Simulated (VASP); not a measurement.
# Al2Pt (Fm-3m) in VASP: notebook

Runs on Al2Pt. Level: LDA. Tasks: electric field gradients.

All numbers are computed with VASP 6.6.1; they aren't measurements. Logs are shortened: lines on timing, memory, paths and dates and some standing lists are left out, and cuts for length are marked.

## (1) The cell of the first run

The structure is cubic, space group Fm-3m (No. 225). The conventional cell has a = 5.949 Å, b = 5.949 Å, c = 5.949 Å, α = 90.00°, β = 90.00°, γ = 90.00°. Within 3.4 Å of Al (site symmetry -43m) lie 4 Pt at 2.58 Å and 6 Al at 2.97 Å. Within 3.4 Å of Pt (site symmetry m-3m) lie 8 Al at 2.58 Å.

## (2) Electric field gradients, LDA (volume scaled by 1.02)

INCAR

```
SYSTEM = Al2Pt
  PREC = Accurate
  ENCUT = 520
  EDIFF = 1E-8
  ISMEAR = -1
  SIGMA = 0.08
  LREAL = .FALSE.
  LASPH = .TRUE.
  NELM = 80
  ALGO = Normal
  ISIF = 2
  LWAVE = .FALSE.
  LCHARG = .FALSE.
  GGA = CA
  LEFG = .TRUE.
  NBANDS = 15
```

KPOINTS

```
Automatic mesh
0
G
  12 12 12
  0 0 0
```

POSCAR

```
Al2Pt
1.0
    0.0000000000      2.9745701068      2.9745701068
    2.9745701068      0.0000000000      2.9745701068
    2.9745701068      2.9745701068      0.0000000000
Al Pt
2 1
Direct
    0.2500000000      0.2500000000      0.2500000000
    0.7500000000      0.7500000000      0.7500000000
    0.0000000000      0.0000000000      0.0000000000
```

Potentials or basis: VASP PAW LDA potentials, release 64 (Al, Pt).

The run is started by

```console
cat potpaw_LDA.64/Al/POTCAR potpaw_LDA.64/Pt/POTCAR > POTCAR
mpirun -np 1 vasp_std > vasp.out
```

OUTCAR:

```text
SYSTEM = Al2Pt
   PREC = Accurate
   ENCUT = 520
   EDIFF = 1E-8
   ISMEAR = -1
   LREAL = .FALSE.
   LASPH = .TRUE.
   NELM = 80
   ISIF = 2
   GGA = CA

 ion  position               nearest neighbor table
   1  0.250  0.250  0.250-   3 2.58   3 2.58   3 2.58   3 2.58   2 2.97   2 2.97   2 2.97   2 2.97
                             2 2.97   2 2.97
   2  0.750  0.750  0.750-   3 2.58   3 2.58   3 2.58   3 2.58   1 2.97   1 2.97   1 2.97   1 2.97
                             1 2.97   1 2.97
   3  0.000  0.000  0.000-   2 2.58   2 2.58   2 2.58   1 2.58   2 2.58   1 2.58   1 2.58   1 2.58

  LATTYP: Found a face centered cubic cell.
 ALAT       =     5.9491402136

  Lattice vectors:

 A1 = (   0.0000000000,   2.9745701068,   2.9745701068)
 A2 = (   2.9745701068,   0.0000000000,   2.9745701068)
 A3 = (   2.9745701068,   2.9745701068,   0.0000000000)

Analysis of symmetry for initial positions (statically):
=====================================================================
 Subroutine PRICEL returns:
 Original cell was already a primitive cell.

 Routine SETGRP: Setting up the symmetry group for a
 face centered cubic supercell.

 Subroutine GETGRP returns: Found 48 space group operations
[... 9 lines left out ...]

 Routine SETGRP: Setting up the symmetry group for a
 face centered cubic supercell.

 Subroutine GETGRP returns: Found 48 space group operations
 (whereof 48 operations were pure point group operations)
 out of a pool of 48 trial point group operations.

The dynamic configuration has the point symmetry O_h .

 Subroutine INISYM returns: Found 48 space group operations
 (whereof 48 operations are pure point group operations),
 and found     1 'primitive' translations

----------------------------------------------------------------------------------------

                                     Primitive cell

  volume of cell :      52.6384

  direct lattice vectors                    reciprocal lattice vectors
     0.000000000  2.974570107  2.974570107    -0.168091516  0.168091516  0.168091516
     2.974570107  0.000000000  2.974570107     0.168091516 -0.168091516  0.168091516
     2.974570107  2.974570107  0.000000000     0.168091516  0.168091516 -0.168091516

  length of vectors
     4.206677387  4.206677387  4.206677387     0.291143047  0.291143047  0.291143047

  position of ions in fractional coordinates (direct lattice)
     0.250000000  0.250000000  0.250000000
     0.750000000  0.750000000  0.750000000
     0.000000000  0.000000000  0.000000000

  ion indices of the primitive-cell ions
   primitive index   ion index
                 1           1
                 2           2
                 3           3

----------------------------------------------------------------------------------------

 KPOINTS: Automatic mesh

Automatic generation of k-mesh.
 Grid dimensions read from file:
 generate k-points for:   12   12   12

 Generating k-lattice:

  Cartesian coordinates                     Fractional coordinates (reciprocal lattice)
    -0.014007626  0.014007626  0.014007626     0.083333333  0.000000000  0.000000000
     0.014007626 -0.014007626  0.014007626     0.000000000  0.083333333  0.000000000
     0.014007626  0.014007626 -0.014007626     0.000000000  0.000000000  0.083333333

  Length of vectors
     0.024261921  0.024261921  0.024261921

  Shift w.r.t. Gamma in fractional coordinates (k-lattice)
     0.000000000  0.000000000  0.000000000

 Subroutine IBZKPT returns following result:
 ===========================================

 Found     72 irreducible k-points:

 Following reciprocal coordinates:
            Coordinates               Weight
  0.000000  0.000000  0.000000      1.000000
  0.083333  0.000000  0.000000      8.000000
  0.166667  0.000000  0.000000      8.000000
  0.250000  0.000000  0.000000      8.000000
  0.333333  0.000000  0.000000      8.000000
  0.416667  0.000000  0.000000      8.000000
[... 16 lines left out ...]
  0.500000  0.166667  0.000000     24.000000
 -0.416667  0.166667  0.000000     24.000000
 [... further k-points ...]
   k-points           NKPTS =     72   k-points in BZ     NKDIM =     72   number of bands    NBANDS=     15
   number of dos      NEDOS =    301   number of ions     NIONS =      3
   total plane-waves  NPLWV =  32768
   dimension x,y,z NGX =    32 NGY =   32 NGZ =   32
   dimension x,y,z NGXF=    64 NGYF=   64 NGZF=   64
   ions per type =               2   1
   NGX,Y,Z   is equivalent  to a cutoff of  12.65, 12.65, 12.65 a.u.
   NGXF,Y,Z  is equivalent  to a cutoff of  25.29, 25.29, 25.29 a.u.
 SYSTEM =  Al2Pt
   PREC   = accura    normal or accurate (medium, high low for compatibility)
   ISTART =      0    job   : 0-new  1-cont  2-samecut
   ICHARG =      2    charge: 1-file 2-atom 10-const
   ISPIN  =      1    spin polarized calculation?
   LNONCOLLINEAR =      F non collinear calculations
   LSORBIT =      F    spin-orbit coupling
   LASPH  =      T    aspherical Exc in radial PAW
   ENCUT  =  520.0 eV  38.22 Ry    6.18 a.u.   7.82  7.82  7.82*2*pi/ulx,y,z
   NELM   =     80;   NELMIN=  2; NELMDL= -5     # of ELM steps
   EDIFF  = 0.1E-07   stopping-criterion for ELM
   LREAL  =      F    real-space projection
   EDIFFG = 0.1E-06   stopping-criterion for IOM
   NSW    =      0    number of steps for IOM
   IBRION =     -1    ionic relax: 0-MD 1-quasi-New 2-CG
   NFREE  =      0    steps in history (QN), initial steepest desc. (CG)
   ISIF   =      2    stress and relaxation
   ISYM   =      2    0-nonsym 1-usesym 2-fastsym
   POTIM  = 0.5000    time-step for ionic-motion
   TEBEG  =    0.0;   TEEND  =   0.0 temperature during run
   PSTRESS=    0.0 pullay stress
   NELECT =      16.0000    total number of electrons
   NUPDOWN=      -1.0000    fix difference up-down
   EMIN   =  10.00;   EMAX   =-10.00  energy-range for DOS
   EFERMI =   0.00;   METHOD = LEGACY
   ISMEAR =    -1;   SIGMA  =   0.08  broadening in eV -4-tet -1-fermi 0-gaus
   EFERMI_NEDOS =   21; number of points for ismear=-14 and -15
   IALGO  =     38    algorithm
   IMIX   =      4    mixing-type and parameters
     AMIX     =   0.40;   BMIX     =  1.00
     AMIX_MAG =   1.60;   BMIX_MAG =  1.00
  volume/ion in A,a.u.               =      17.55       118.41
  Fermi-wavevector in a.u.,A,eV,Ry     =   1.100730  2.080077 16.484894  1.211605
  Thomas-Fermi vector in A             =   2.237145
   LORBIT       =      0    0 simple, 1 ext, 2 COOP (PROOUT), +10 PAW based schemes
   GGA     = CA    functional components
   LHFCALC =     F    Hartree Fock is set to
   AEXX    =    0.0000 exact exchange contribution
   IVDW    =     0    specifies the selected vdW correction
   LEPSILON=     F    determine dielectric tensor
   LRPA    =     F    only Hartree local field effects (RPA)
 non-spin polarized calculation
  energy-cutoff  :      520.00
  volume of cell :       52.64
 maximum number of plane-waves:      1435
   NGX = 15   NGY = 15   NGZ = 15

 number of electron      16.0000000 magnetization

 Free energy of the ion-electron system (eV)
  ---------------------------------------------------
  ext. energy  EPLUGINS =         0.00000000
  ---------------------------------------------------
  free energy    TOTEN  =       -18.56336380 eV

  energy without entropy =      -18.53746716  energy(sigma->0) =      -18.55041548

 E-fermi :   7.4935     XC(G=0): -10.8002

 val. band max:        7.4582766611   @ k =  -0.3333   0.3333   0.0000
 cond. band min:       7.5132937164   @ k =   0.3333   0.2500   0.0000
 fundamental gap:      0.0550170553
 Fermi energy:         7.4935336106

 k-point     1 :       0.0000    0.0000    0.0000
  band No.  band energies     occupation
      1      -2.6033      2.00000
      2       2.5022      2.00000
      3       2.5022      2.00000
      4       2.5022      2.00000
      5       3.8454      2.00000
      6       3.8454      2.00000
      7      10.1467      0.00000
      8      11.2857      0.00000
      9      11.2857      0.00000
     10      11.2857      0.00000
     11      12.7642      0.00000
     12      12.7642      0.00000
     13      12.7642      0.00000
     14      13.6868      0.00000
     15      13.6868      0.00000
[... 397 lines left out ...]
 k-point    24 :      -0.4167    0.1667    0.0000
  band No.  band energies     occupation
      1      -0.0065      2.00000
      2       1.4979      2.00000
      3       2.7275      2.00000
      4       3.0231      2.00000
      5       3.5858      2.00000
      6       3.9299      2.00000
      7       4.2917      2.00000
      8       6.9826      1.99664
      9       8.1350      0.00066
     10      10.8922      0.00000
     11      13.0326      0.00000
     12      13.2973      0.00000
     13      14.2914      0.00000
     14      16.0921      0.00000
     15      16.5734      0.00000

 [... further k-points ...]
[... 5 lines left out ...]
  --------------------------------------------------------------------------------------
  -------------------------------------------------------------------------------------
  Total       -1.9867624     -1.9867624     -1.9867624      0.0000000     -0.0000000      0.0000000
  in kB      -60.4719395    -60.4719395    -60.4719395      0.0000000     -0.0000000      0.0000000
  external PRESSURE =     -60.4719395 kB  Pullay stress =       0.0000000 kB

 VOLUME and BASIS-vectors are now :
 -----------------------------------------------------------------------------
  energy-cutoff  :      520.00
  volume of cell :       52.64
      direct lattice vectors                 reciprocal lattice vectors
     0.000000000  2.974570107  2.974570107    -0.168091516  0.168091516  0.168091516
     2.974570107  0.000000000  2.974570107     0.168091516 -0.168091516  0.168091516
     2.974570107  2.974570107  0.000000000     0.168091516  0.168091516 -0.168091516

 POSITION                                       TOTAL-FORCE (eV/Angst)
 -----------------------------------------------------------------------------------
      1.48729      1.48729      1.48729         0.000000      0.000000     -0.000000
      4.46186      4.46186      4.46186        -0.000000     -0.000000      0.000000
      0.00000      0.00000      0.00000         0.000000      0.000000      0.000000
 -----------------------------------------------------------------------------------
    total drift:                                0.000000     -0.000000      0.000000

  FREE ENERGIE OF THE ION-ELECTRON SYSTEM (eV)
  ---------------------------------------------------
  free  energy   TOTEN  =       -18.5633637958 eV

  energy  without entropy=      -18.5374671579  energy(sigma->0) =      -18.55041548

 Electric field gradients (V/A^2)
---------------------------------------------------------------------
 ion       V_xx      V_yy      V_zz      V_xy      V_xz      V_yz
---------------------------------------------------------------------
   1      -0.000     0.000    -0.000     0.000     0.000     0.000
   2      -0.000     0.000     0.000     0.000     0.000     0.000
   3       0.000    -0.000     0.000     0.000     0.000     0.000
---------------------------------------------------------------------

 Electric field gradients after diagonalization (V/A^2)
 (convention: |V_zz| > |V_xx| > |V_yy|)
----------------------------------------------------------------------
 ion       V_xx      V_yy      V_zz     asymmetry (V_yy - V_xx)/ V_zz
----------------------------------------------------------------------
   1      -0.000    -0.000     0.000       0.000
   2      -0.000    -0.000     0.000       0.000
   3      -0.000    -0.000     0.001       0.000
----------------------------------------------------------------------

           NMR quadrupolar parameters

 Cq : quadrupolar parameter    Cq=e*Q*V_zz/h
 eta: asymmetry parameters     (V_yy - V_xx)/ V_zz
 Q  : nuclear electric quadrupole moment in mb (millibarn)
----------------------------------------------------------------------
 ion       Cq(MHz)       eta       Q (mb)
----------------------------------------------------------------------
   1       0.000       0.000       1.000
   2       0.000       0.000       1.000
   3       0.000       0.000       1.000
----------------------------------------------------------------------
```

It took 25 s on 1 thread of Intel Xeon Platinum 8559C (Emerald Rapids), shared host; peak memory 0.19 GiB.

What came out:

```
Free energy            : -18.5634 eV
Pressure               : -6.0 GPa
Band gap on the k mesh : zero (band 8 reaches 11.29 eV, above the bottom of band 9 at 5.93 eV)
```

Levels at points of the mesh, in eV from the Fermi level:
| k point | band 4 | band 5 | band 6 | band 7 | band 8 | band 9 | band 10 | band 11 | band 12 | band 13 |
| --- | --- | --- | --- | --- | --- | --- | --- | --- | --- | --- |
| (0.00, 0.00, 0.00) | -4.99 | -3.65 | -3.65 | 2.65 | 3.79 | 3.79 | 3.79 | 5.27 | 5.27 | 5.27 |
| (0.50, 0.00, 0.00) | -4.67 | -3.69 | -3.44 | -3.44 | 1.00 | 1.00 | 3.64 | 5.05 | 5.05 | 5.10 |
| (0.50, 0.50, 0.00) | -3.76 | -3.76 | -3.39 | -3.17 | -1.57 | -1.57 | 2.94 | 3.32 | 8.07 | 10.46 |

Caveat: without QUAD_EFG the Cq values of the log hold for a quadrupole moment of 1 mb, not for the nuclei; spin-orbit coupling is left out, which moves the levels of the heavy elements.

(Continued in part 2 of 2.)
